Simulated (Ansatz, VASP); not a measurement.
## SnO2: VASP beside Ansatz

The input INCAR:

```
SYSTEM = SnO2
PREC = Accurate ; ENCUT = 520
EDIFF = 1E-7 ; ISMEAR = 0
SIGMA = 0.05 ; LREAL = .FALSE.
LASPH = .TRUE. ; NELM = 80
ALGO = Normal ; ISIF = 2
LWAVE = .FALSE. ; LCHARG = .FALSE.
GGA = PS ; NBANDS = 64
```

KPOINTS

```
regular mesh
0
G
  6 6 6
  0 0 0
```

The input POSCAR:

```
SnO2
1.0
    3.0217512770      1.7446089132      4.9842780064
   -3.0217512770      1.7446089132      4.9842780064
    0.0000000000     -3.4892178264      4.9842780064
Sn O
4 8
Direct
    0.8646807174      0.8646807174      0.8646807174
    0.3648245829      0.3648245829      0.8648190111
    0.3648245829      0.8648190111      0.3648245829
    0.8648190111      0.3648245829      0.3648245829
    0.1235003534      0.6233501671      0.6233501671
    0.6233501671      0.1235003534      0.6233501671
    0.6233501671      0.6233501671      0.1235003534
    0.6062113146      0.6062113146      0.6062113146
    0.1234715296      0.1234715296      0.1234715296
    0.1060883083      0.1060883083      0.6062369573
    0.1060883083      0.6062369573      0.1060883083
    0.6062369573      0.1060883083      0.1060883083
```

Input for Ansatz:

```yaml
crystal:
  lattice:
    - [3.021751277, 1.7446089132, 4.9842780064]
    - [-3.021751277, 1.7446089132, 4.9842780064]
    - [0.0, -3.4892178264, 4.9842780064]
  atoms:
    - { symbol: Sn, position: [0.8646807174, 0.8646807174, 0.8646807174] }
    - { symbol: Sn, position: [0.3648245829, 0.3648245829, 0.8648190111] }
    - { symbol: Sn, position: [0.3648245829, 0.8648190111, 0.3648245829] }
    - { symbol: Sn, position: [0.8648190111, 0.3648245829, 0.3648245829] }
    - { symbol: O, position: [0.1235003534, 0.6233501671, 0.6233501671] }
    - { symbol: O, position: [0.6233501671, 0.1235003534, 0.6233501671] }
    - { symbol: O, position: [0.6233501671, 0.6233501671, 0.1235003534] }
    - { symbol: O, position: [0.6062113146, 0.6062113146, 0.6062113146] }
    - { symbol: O, position: [0.1234715296, 0.1234715296, 0.1234715296] }
    - { symbol: O, position: [0.1060883083, 0.1060883083, 0.6062369573] }
    - { symbol: O, position: [0.1060883083, 0.6062369573, 0.1060883083] }
    - { symbol: O, position: [0.6062369573, 0.1060883083, 0.1060883083] }
basis:
  ecutwfc: 520.0
kpoints:
  mp_grid: { grid: [6, 6, 6] }
hamiltonian:
  xc: pbesol
  pseudopotentials: { kind: paw, azcp: { folder: soft_1 } }
scf:
  occupations: { method: gaussian, width: 0.05 }
output:
  forces: true
  stress: true
  eigenvalues: true
```

Alike in both runs: task single point; functional PBEsol; k mesh 6 × 6 × 6; occupations gaussian, width 0.05 eV; no spin polarisation.

```csv
,VASP,Ansatz
version,VASP 6.6.1,Ansatz 0.2.0
potentials or method,"VASP PAW PBE potentials, release 64 (Sn_d, O), cutoff 520 eV","scalar-relativistic, plane waves, PAW"
valence electrons in the cell,104,104
```

VASP gave:

```
gap on the k mesh at the Fermi level (eV)                     : 2.87
least direct gap on the mesh (eV)                             : 2.87
pressure (GPa)                                                : 13.2
traceless stress, the component that is largest in VASP (GPa) : -16.94
rms of the force components (eV/Å)                            : 0.200
```

Task: What did Ansatz give for the same quantities?

Result: gap on the k mesh at the Fermi level (eV): 2.89; least direct gap on the mesh (eV): 2.89; pressure (GPa): 12.2; traceless stress, the component that is largest in VASP (GPa): -16.56; rms of the force components (eV/Å): 0.241.

VASP's potentials were made for PBE, not for PBEsol, and Ansatz warns of the same on its side. Atom by atom the forces differ by 0.041 eV/Å (rms over components). With one functional, cell and mesh, what is left measures potentials, basis and numerics.
